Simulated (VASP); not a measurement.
A run of VASP 6.6.1 is set up as follows.

File INCAR:

```
SYSTEM = BN
PREC = Accurate ; ENCUT = 520
EDIFF = 1E-7 ; ISMEAR = 0
SIGMA = 0.05 ; LREAL = .FALSE.
LASPH = .TRUE. ; NELM = 60
ALGO = Normal ; ISIF = 2
LWAVE = .FALSE. ; LCHARG = .FALSE.
GGA = PE ; NBANDS = 16
```

KPOINTS

```
regular mesh
0
G
  12 12 6
  0 0 0
```

Contents of POSCAR:

```
BN
1.0
    2.5539396017      0.0191545470      0.0000000000
   -1.2603814766      2.2021993013      0.0000000000
    0.0000000000      0.0000000000      4.2268550000
B N
2 2
Direct
    0.6666666667      0.3333333333      0.9997240000
    0.3333333333      0.6666666667      0.4997240000
    0.6666666667      0.3333333333      0.6252760000
    0.3333333333      0.6666666667      0.1252760000
```

Potentials or basis: VASP PAW PBE potentials, release 64 (B, N).

Launch:

```sh
$ cat potpaw_PBE.64/B/POTCAR potpaw_PBE.64/N/POTCAR > POTCAR
$ mpirun -np 1 vasp_std > vasp.out
```

Question: Estimate the largest force.

Answer: 0.067 eV/Å.

Question: What does it give for the pressure?

Answer: 0.3 GPa.

Forces in eV/Å, atoms in the order of the input:
```
B    0.031 -0.004  0.012
B   -0.031  0.004  0.012
N    0.066 -0.004 -0.012
N   -0.066  0.004 -0.012
```

Caveat: the cell differs from its parent crystal (strain +0.0150 x Voigt [0, 0, 0, 0, 0, 1]).
